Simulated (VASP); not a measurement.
Set up this calculation in VASP 6.6.1, as the native input.

```yaml
Task: single point
Functional: LDA
Potentials_or_basis: VASP PAW LDA potentials, release 64 (Al, Ag)
Cutoff: 500 eV
k_mesh: 9 × 9 × 5
Occupations: methfessel-paxton, width 0.3 eV
Spin: no spin polarisation
Dipole_correction: no
Further_INCAR_settings: ALGO = Normal; EDIFF = 1e-06; NBANDS = 14
```

The structure of AlAg lies in POSCAR:

```
AlAg
1.0
    2.9263870000      0.0000000000      0.0000000000
   -1.4631930000      2.5343250000      0.0000000000
    0.0000000000      0.0000000000      4.4276040000
Al Ag
1 1
Direct
    0.0000000000      0.0000000000      0.5000000000
    0.6666666667      0.3333333333      0.0000000000
```

The input as run:

INCAR

```
SYSTEM = AlAg
  ALGO = Normal
  EDIFF = 1E-6
  ENCUT = 500
  GGA = CA
  GGA_COMPAT = .FALSE.
  ISIF = 2
  ISMEAR = 1
  LASPH = .TRUE.
  LCHARG = .FALSE.
  LREAL = .FALSE.
  LWAVE = .FALSE.
  NBANDS = 14
  NELM = 120
  PREC = Accurate
  SIGMA = 0.3
```

KPOINTS

```
k-points
0
G
  9 9 5
  0 0 0
```

Potentials or basis: VASP PAW LDA potentials, release 64 (Al, Ag).

Command:

```console
$ cat potpaw_LDA.64/Al/POTCAR potpaw_LDA.64/Ag/POTCAR > POTCAR
$ mpirun -np 1 vasp_std > vasp.out
```

It gave:

The pressure is -4.7 GPa and the band gap on the k mesh is zero (band 7 reaches 10.28 eV, above the bottom of band 8 at 7.76 eV).

It took 6.2 s on 1 thread of AMD EPYC 9R45 96-Core Processor (Zen 5) (shared host), peak memory 0.11 GiB.
